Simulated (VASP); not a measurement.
**HfN: single point with LDA**

HfN:

```
Hf N
1.0
     0.00000    2.41461    2.41461
     2.41461    0.00000    2.41461
     2.41461    2.41461    0.00000
Hf N
1 1
Direct
  0.00000 0.00000 0.00000
  0.75000 0.75000 0.75000
```

```json
{
 "Program": "VASP 6.6.1",
 "Task": "single point",
 "Functional": "LDA",
 "Potentials or basis": "VASP PAW LDA potentials, release 64 (Hf_pv, N)",
 "Cutoff": "520 eV",
 "k mesh": "16 × 16 × 16",
 "Occupations": "gaussian, width 0.1 eV",
 "Spin": "no spin polarisation"
}
```

```json
{
 "Pressure": "-0.2 GPa",
 "Band gap on the k mesh": "zero (an odd number of electrons rules out a gap without spin polarisation)"
}
```

Levels at points of the mesh, in eV from the Fermi level:
| k point | band 4 | band 5 | band 6 | band 7 | band 8 | band 9 | band 10 | band 11 |
| --- | --- | --- | --- | --- | --- | --- | --- | --- |
| (0.00, 0.00, 0.00) | -16.16 | -5.68 | -5.68 | -5.68 | -0.49 | 2.25 | 2.25 | 6.87 |
| (0.50, 0.00, 0.00) | -14.94 | -5.76 | -5.05 | -5.05 | 1.64 | 2.80 | 2.80 | 4.44 |
| (0.50, 0.50, 0.00) | -14.51 | -7.18 | -3.62 | -3.62 | -1.12 | 2.26 | 4.18 | 4.90 |

Wall time 82 s on 1 thread of Intel Xeon 8259CL, on a shared host, peak memory 0.19 GiB.

Caveat: spin-orbit coupling is left out, which moves the levels of the heavy elements.
